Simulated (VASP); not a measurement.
MgBe2SeO2, 6 atoms in the cell. The structure is orthorhombic, space group Cmmm (No. 65). The conventional cell has a = 4.786 Å, b = 15.449 Å, c = 2.542 Å, α = 90.00°, β = 90.00°, γ = 90.00°. Mg (site symmetry mmm) has 2 Mg at 2.54 Å and 4 Se at 2.71 Å within 3.4 Å. Within 2.3 Å of Be (site symmetry 2/m) lie 4 O at 1.75 Å. Se (site symmetry mmm) has 2 Se at 2.54 Å and 4 Mg at 2.71 Å within 3.4 Å. O (site symmetry m2m) has 4 Be at 1.75 Å within 2.3 Å. 

- Program: VASP 6.6.1
- Task: single point
- Functional: PBE
- Potentials or basis: VASP PAW PBE potentials, release 64 (Mg, Be, Se, O)
- Cutoff: 520 eV
- k mesh: 8 × 8 × 16
- Occupations: gaussian, width 0.1 eV
- Spin: no spin polarisation
- Dipole correction: no
- Further INCAR settings: ALGO = Normal; EDIFF = 1e-06; NBANDS = 21

Potentials or basis: VASP PAW PBE potentials, release 64 (Mg, Be, Se, O).

Command:

```console
$ cat potpaw_PBE.64/Mg/POTCAR potpaw_PBE.64/Be/POTCAR potpaw_PBE.64/Se/POTCAR potpaw_PBE.64/O/POTCAR > POTCAR
$ mpirun -np 1 vasp_std > vasp.out
```

Hardware: 1 thread of Intel(R) Xeon(R) Platinum 8559C (Emerald Rapids) (shared host).

**Question.** How long does it take, and how much memory?

**Answer.** It took 2.7 min on 1 thread of Intel(R) Xeon(R) Platinum 8559C (Emerald Rapids), with other jobs on the host, peak memory 0.56 GiB. Counts: scf iterations 13, k points 189.
